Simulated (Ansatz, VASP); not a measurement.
## One calculation of Cs, two programs

```xyz
3
Lattice="9.3185 0.0000 0.0000 -4.6593 8.0701 0.0000 0.0000 0.0000 5.5966" Properties=species:S:1:pos:R:3 pbc="T T T"
Cs    0.0000    0.0000    0.0000
Cs    0.0000    5.3801    2.7983
Cs    4.6593    2.6900    2.7983
```

Alike in both runs: task single point; functional revPBE; k mesh 5 × 5 × 7; occupations fermi-dirac, width 0.1 eV; no spin polarisation.

|  | VASP | Ansatz |
| --- | --- | --- |
| version | VASP 6.6.1 | Ansatz 0.2.0 |
| potentials or method | VASP PAW PBE potentials, release 64 (Cs_sv), cutoff 520 eV | plane waves (420 eV) with PAW, scalar-relativistic |
| valence electrons in the cell | 27 | 27 |

|  | VASP | Ansatz | Ansatz less VASP |
| --- | --- | --- | --- |
| pressure (GPa) | -0.1 | -0.1 | 0.00 |

VASP's potentials were made for PBE, not for revPBE. With one functional, cell and mesh, what is left measures potentials, basis and numerics.

Neither program's run includes spin-orbit coupling.
